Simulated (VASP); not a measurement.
# MgO (Cm) in VASP: single point with PBE

Aim: the single point of MgO with PBE.

All numbers are computed with VASP 6.6.1; they aren't measurements. Logs are shortened: lines on timing, memory, paths and dates and some standing lists are left out, and cuts for length are marked.

### 1 The cell of the first run

The structure is monoclinic, space group Cm (No. 8). The conventional cell has a = 4.270 Å, b = 4.270 Å, c = 3.020 Å, α = 90.00°, β = 135.00°, γ = 90.00°. Mg (site symmetry m) has 6 O at 1.94 to 2.34 Å within 2.6 Å. Within 2.6 Å of O (site symmetry m) lie 6 Mg at 1.94 to 2.34 Å.

### 2 Single point, PBE (atom 2 (O) moved by (-0.200, -0.100) A along x and y)

Input file INCAR:

```
SYSTEM = MgO
  PREC = Accurate
  ENCUT = 520
  EDIFF = 1E-6
  ISMEAR = 0
  SIGMA = 0.05
  LREAL = .FALSE.
  LASPH = .TRUE.
  NELM = 100
  ALGO = Normal
  ISIF = 2
  LWAVE = .FALSE.
  LCHARG = .FALSE.
  GGA = PE
  NBANDS = 11
```

Input file KPOINTS:

```
regular mesh
0
G
  10 10 10
  0 0 0
```

Input file POSCAR:

```
MgO
1.0
    0.0000000000      2.1351500000      2.1351500000
    2.1351500000      0.0000000000      2.1351500000
    2.1351500000      2.1351500000      0.0000000000
Mg O
1 1
Direct
    0.0000000000      0.0000000000      0.0000000000
    0.5234175585      0.4765824415      0.4297473245
```

Potentials or basis: VASP PAW PBE potentials, release 64 (Mg, O).

Started as:

```sh
cat potpaw_PBE.64/Mg/POTCAR potpaw_PBE.64/O/POTCAR > POTCAR
mpirun -np 1 vasp_std > vasp.out
```

OUTCAR:

```text
SYSTEM = MgO
   PREC = Accurate
   ENCUT = 520
   EDIFF = 1E-6
   ISMEAR = 0
   LREAL = .FALSE.
   LASPH = .TRUE.
   NELM = 100
   ISIF = 2
   GGA = PE

 ion  position               nearest neighbor table
   1  0.000  0.000  0.000-   2 1.94   2 2.04   2 2.15   2 2.15   2 2.24   2 2.34
   2  0.523  0.477  0.430-   1 1.94   1 2.04   1 2.15   1 2.15   1 2.24   1 2.34

  LATTYP: Found a face centered cubic cell.
 ALAT       =     4.2703000000

  Lattice vectors:

 A1 = (   0.0000000000,   2.1351500000,   2.1351500000)
 A2 = (   2.1351500000,   0.0000000000,   2.1351500000)
 A3 = (   2.1351500000,   2.1351500000,   0.0000000000)

Analysis of symmetry for initial positions (statically):
=====================================================================
 Subroutine PRICEL returns:
 Original cell was already a primitive cell.

 Routine SETGRP: Setting up the symmetry group for a
 face centered cubic supercell.

 Subroutine GETGRP returns: Found  2 space group operations
 (whereof  2 operations were pure point group operations)
 out of a pool of 48 trial point group operations.

The static configuration has the point symmetry C_1h.

Analysis of symmetry for dynamics (positions and initial velocities):
=====================================================================
 Subroutine PRICEL returns:
 Original cell was already a primitive cell.

 Routine SETGRP: Setting up the symmetry group for a
 face centered cubic supercell.

 Subroutine GETGRP returns: Found  2 space group operations
 (whereof  2 operations were pure point group operations)
 out of a pool of 48 trial point group operations.

The dynamic configuration has the point symmetry C_1h.

 Subroutine INISYM returns: Found  2 space group operations
 (whereof  2 operations are pure point group operations),
 and found     1 'primitive' translations

----------------------------------------------------------------------------------------

                                     Primitive cell

  volume of cell :      19.4677

  direct lattice vectors                    reciprocal lattice vectors
     0.000000000  2.135150000  2.135150000    -0.234175585  0.234175585  0.234175585
     2.135150000  0.000000000  2.135150000     0.234175585 -0.234175585  0.234175585
     2.135150000  2.135150000  0.000000000     0.234175585  0.234175585 -0.234175585

  length of vectors
     3.019558088  3.019558088  3.019558088     0.405604011  0.405604011  0.405604011

  position of ions in fractional coordinates (direct lattice)
     0.000000000  0.000000000  0.000000000
     0.523417559  0.476582441  0.429747324

  ion indices of the primitive-cell ions
   primitive index   ion index
                 1           1
                 2           2

----------------------------------------------------------------------------------------

 KPOINTS: regular mesh

Automatic generation of k-mesh.
 Grid dimensions read from file:
 generate k-points for:   10   10   10

 Generating k-lattice:

  Cartesian coordinates                     Fractional coordinates (reciprocal lattice)
    -0.023417558  0.023417558  0.023417558     0.100000000  0.000000000  0.000000000
     0.023417558 -0.023417558  0.023417558     0.000000000  0.100000000  0.000000000
     0.023417558  0.023417558 -0.023417558     0.000000000  0.000000000  0.100000000

  Length of vectors
     0.040560401  0.040560401  0.040560401

  Shift w.r.t. Gamma in fractional coordinates (k-lattice)
     0.000000000  0.000000000  0.000000000

 Subroutine IBZKPT returns following result:
 ===========================================

 Found    282 irreducible k-points:

 Following reciprocal coordinates:
            Coordinates               Weight
  0.000000  0.000000  0.000000      1.000000
  0.100000  0.000000  0.000000      4.000000
  0.000000  0.000000  0.100000      4.000000
  0.200000  0.000000  0.000000      4.000000
  0.000000  0.000000  0.200000      4.000000
  0.300000  0.000000  0.000000      4.000000
[... 16 lines left out ...]
  0.100000  0.000000  0.300000      4.000000
  0.100000  0.100000 -0.200000      4.000000
 [... further k-points ...]
   k-points           NKPTS =    282   k-points in BZ     NKDIM =    282   number of bands    NBANDS=     11
   number of dos      NEDOS =    301   number of ions     NIONS =      2
   total plane-waves  NPLWV =  13824
   dimension x,y,z NGX =    24 NGY =   24 NGZ =   24
   dimension x,y,z NGXF=    48 NGYF=   48 NGZF=   48
   ions per type =               1   1
   NGX,Y,Z   is equivalent  to a cutoff of  13.21, 13.21, 13.21 a.u.
   NGXF,Y,Z  is equivalent  to a cutoff of  26.43, 26.43, 26.43 a.u.
 SYSTEM =  MgO
   PREC   = accura    normal or accurate (medium, high low for compatibility)
   ISTART =      0    job   : 0-new  1-cont  2-samecut
   ICHARG =      2    charge: 1-file 2-atom 10-const
   ISPIN  =      1    spin polarized calculation?
   LNONCOLLINEAR =      F non collinear calculations
   LSORBIT =      F    spin-orbit coupling
   LASPH  =      T    aspherical Exc in radial PAW
   ENCUT  =  520.0 eV  38.22 Ry    6.18 a.u.   5.61  5.61  5.61*2*pi/ulx,y,z
   NELM   =    100;   NELMIN=  2; NELMDL= -5     # of ELM steps
   EDIFF  = 0.1E-05   stopping-criterion for ELM
   LREAL  =      F    real-space projection
   EDIFFG = 0.1E-04   stopping-criterion for IOM
   NSW    =      0    number of steps for IOM
   IBRION =     -1    ionic relax: 0-MD 1-quasi-New 2-CG
   NFREE  =      0    steps in history (QN), initial steepest desc. (CG)
   ISIF   =      2    stress and relaxation
   ISYM   =      2    0-nonsym 1-usesym 2-fastsym
   POTIM  = 0.5000    time-step for ionic-motion
   TEBEG  =    0.0;   TEEND  =   0.0 temperature during run
   PSTRESS=    0.0 pullay stress
   NELECT =       8.0000    total number of electrons
   NUPDOWN=      -1.0000    fix difference up-down
   EMIN   =  10.00;   EMAX   =-10.00  energy-range for DOS
   EFERMI =   0.00;   METHOD = LEGACY
   ISMEAR =     0;   SIGMA  =   0.05  broadening in eV -4-tet -1-fermi 0-gaus
   EFERMI_NEDOS =   21; number of points for ismear=-14 and -15
   IALGO  =     38    algorithm
   IMIX   =      4    mixing-type and parameters
     AMIX     =   0.40;   BMIX     =  1.00
     AMIX_MAG =   1.60;   BMIX_MAG =  1.00
  volume/ion in A,a.u.               =       9.73        65.69
  Fermi-wavevector in a.u.,A,eV,Ry     =   1.217119  2.300022 20.155386  1.481379
  Thomas-Fermi vector in A             =   2.352450
   LORBIT       =      0    0 simple, 1 ext, 2 COOP (PROOUT), +10 PAW based schemes
   GGA     = PE    functional components
   LHFCALC =     F    Hartree Fock is set to
   AEXX    =    0.0000 exact exchange contribution
   IVDW    =     0    specifies the selected vdW correction
   LEPSILON=     F    determine dielectric tensor
   LRPA    =     F    only Hartree local field effects (RPA)
 non-spin polarized calculation
 Gauss-broadening in eV      SIGMA  =   0.05
  energy-cutoff  :      520.00
  volume of cell :       19.47
 maximum number of plane-waves:       544
   NGX = 11   NGY = 11   NGZ = 11

 number of electron       8.0000000 magnetization

 Free energy of the ion-electron system (eV)
  ---------------------------------------------------
  ext. energy  EPLUGINS =         0.00000000
  ---------------------------------------------------
  free energy    TOTEN  =       -11.78601839 eV

  energy without entropy =      -11.78601839  energy(sigma->0) =      -11.78601839

 E-fermi :   3.0864     XC(G=0): -10.8667

 val. band max:        2.8468971732   @ k =   0.0000   0.0000   0.0000
 cond. band min:       7.1699472437   @ k =   0.0000   0.0000   0.0000
 fundamental gap:      4.3230500705
 Fermi energy:         3.0863818327

 k-point     1 :       0.0000    0.0000    0.0000
  band No.  band energies     occupation
      1     -14.1978      2.00000
      2       2.7732      2.00000
      3       2.8441      2.00000
      4       2.8469      2.00000
      5       7.1699      0.00000
      6      18.4613      0.00000
      7      18.6319      0.00000
      8      18.6968      0.00000
      9      22.1482      0.00000
     10      24.0302      0.00000
     11      24.0995      0.00000

 k-point     2 :       0.1000    0.0000    0.0000
  band No.  band energies     occupation
      1     -14.1006      2.00000
      2       2.1515      2.00000
      3       2.7647      2.00000
      4       2.8065      2.00000
      5       7.7927      0.00000
      6      17.1978      0.00000
      7      18.7782      0.00000
      8      18.9233      0.00000
      9      23.2087      0.00000
     10      23.2606      0.00000
     11      23.8819      0.00000

 k-point     3 :       0.0000    0.0000    0.1000
  band No.  band energies     occupation
      1     -14.1006      2.00000
      2       2.1941      2.00000
      3       2.7215      2.00000
      4       2.7921      2.00000
      5       7.8036      0.00000
      6      17.3237      0.00000
      7      18.6815      0.00000
      8      18.8734      0.00000
      9      23.2133      0.00000
     10      23.3189      0.00000
     11      23.8663      0.00000

 k-point     4 :       0.2000    0.0000    0.0000
  band No.  band energies     occupation
      1     -13.8341      2.00000
      2       0.9007      2.00000
      3       2.6164      2.00000
      4       2.6617      2.00000
      5       8.9856      0.00000
      6      15.6241      0.00000
      7      19.1268      0.00000
      8      19.2266      0.00000
      9      22.5889      0.00000
     10      22.7242      0.00000
     11      24.5922      0.00000
[... 239 lines left out ...]
 k-point    22 :       0.0000    0.3000    0.1000
  band No.  band energies     occupation
      1     -13.5362      2.00000
      2       0.0411      2.00000
      3       2.3416      2.00000
      4       2.3788      2.00000
      5      10.0352      0.00000
      6      14.7206      0.00000
      7      18.5025      0.00000
      8      19.3949      0.00000
      9      21.7591      0.00000
     10      24.2223      0.00000
     11      25.2657      0.00000

 k-point    23 :       0.1000    0.0000    0.3000
  band No.  band energies     occupation
      1     -13.5358      2.00000
      2       0.0508      2.00000
      3       2.2951      2.00000
      4       2.3551      2.00000
      5      10.1163      0.00000
      6      14.7954      0.00000
      7      18.4289      0.00000
      8      19.5442      0.00000
      9      21.3948      0.00000
     10      24.2410      0.00000
     11      25.5020      0.00000

 k-point    24 :       0.1000    0.1000   -0.2000
  band No.  band energies     occupation
      1     -13.5360      2.00000
      2       0.0482      2.00000
      3       2.2947      2.00000
      4       2.3621      2.00000
      5      10.1316      0.00000
      6      14.7861      0.00000
      7      18.4621      0.00000
      8      19.2809      0.00000
      9      21.6150      0.00000
     10      24.3478      0.00000
     11      25.4337      0.00000

 [... further k-points ...]

------------------------ aborting loop because EDIFF is reached ----------------------------------------

  FORCE on cell =-STRESS in cart. coord.  units (eV):
  Direction    XX          YY          ZZ          XY          YZ          ZX
  --------------------------------------------------------------------------------------
  -------------------------------------------------------------------------------------
  Total        1.1420999     -0.0407513     -0.3991935     -0.1247089      0.0000000      0.0000000
  in kB       93.9938658     -3.3537989    -32.8532889    -10.2634399      0.0000000      0.0000000
  external PRESSURE =      19.2622593 kB  Pullay stress =       0.0000000 kB

 VOLUME and BASIS-vectors are now :
 -----------------------------------------------------------------------------
  energy-cutoff  :      520.00
  volume of cell :       19.47
      direct lattice vectors                 reciprocal lattice vectors
     0.000000000  2.135150000  2.135150000    -0.234175585  0.234175585  0.234175585
     2.135150000  0.000000000  2.135150000     0.234175585 -0.234175585  0.234175585
     2.135150000  2.135150000  0.000000000     0.234175585  0.234175585 -0.234175585

 POSITION                                       TOTAL-FORCE (eV/Angst)
 -----------------------------------------------------------------------------------
      0.00000      0.00000      0.00000        -1.146320     -0.404519      0.000000
      1.93515      2.03515      2.13515         1.146320      0.404519      0.000000
 -----------------------------------------------------------------------------------
    total drift:                                0.000829      0.000468      0.000001

  FREE ENERGIE OF THE ION-ELECTRON SYSTEM (eV)
  ---------------------------------------------------
  free  energy   TOTEN  =       -11.7860183856 eV

  energy  without entropy=      -11.7860183856  energy(sigma->0) =      -11.78601839
```

It took 46 s on 1 thread of AMD EPYC 7R13 (Zen 3), shared host; peak memory 0.16 GiB.

Results:

```
Free energy            : -11.7860 eV
Pressure               : 1.9 GPa
Largest force          : 1.216 eV/Å
Band gap on the k mesh : 4.32 eV, direct
```

Forces on the atoms (eV/Å):
```
Mg  -1.146 -0.405  0.000
O    1.146  0.405  0.000
```

Stress tensor (GPa, compression positive):
```
 9.40 -1.03  0.00
-1.03 -0.34  0.00
 0.00  0.00 -3.29
```

Caveat: the cell differs from its parent crystal (atom 2 (O) moved by (-0.200, -0.100) A along x and y); forces of over 1 eV/Å act on the atoms, so gaps and moduli don't describe the material at rest.
